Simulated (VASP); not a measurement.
Here is a VASP 6.6.1 calculation.

Contents of INCAR:

```
SYSTEM = Cs
PREC = Accurate
ENCUT = 520
EDIFF = 1E-7
ISMEAR = 0
SIGMA = 0.05
LREAL = .False.
LASPH = .True.
NELM = 80
ALGO = Fast
ISIF = 2
LWAVE = .False.
LCHARG = .False.
GGA = PE
NBANDS = 10
```

KPOINTS

```
regular mesh
0
Gamma
  6 6 6
  0 0 0
```

File POSCAR:

```
Cs
1.0
   -3.0375392857      3.0375392857      3.0375392857
    3.0375392857     -3.0375392857      3.0375392857
    3.0375392857      3.0375392857     -3.0375392857
Cs
1
Direct
    0.0000000000      0.0000000000      0.0000000000
```

Potentials or basis: VASP PAW PBE potentials, release 64 (Cs_sv).

Run with:

```bash
$ cat potpaw_PBE.64/Cs_sv/POTCAR > POTCAR
$ mpirun -np 1 vasp_std > vasp.out
```

Question: Predict the band gap on the k mesh.

Answer: Zero (an odd number of electrons rules out a gap without spin polarisation).

Question: Predict the pressure.

Answer: 0.1 GPa.

Caveat: spin-orbit coupling is left out, which moves the levels of the heavy elements.
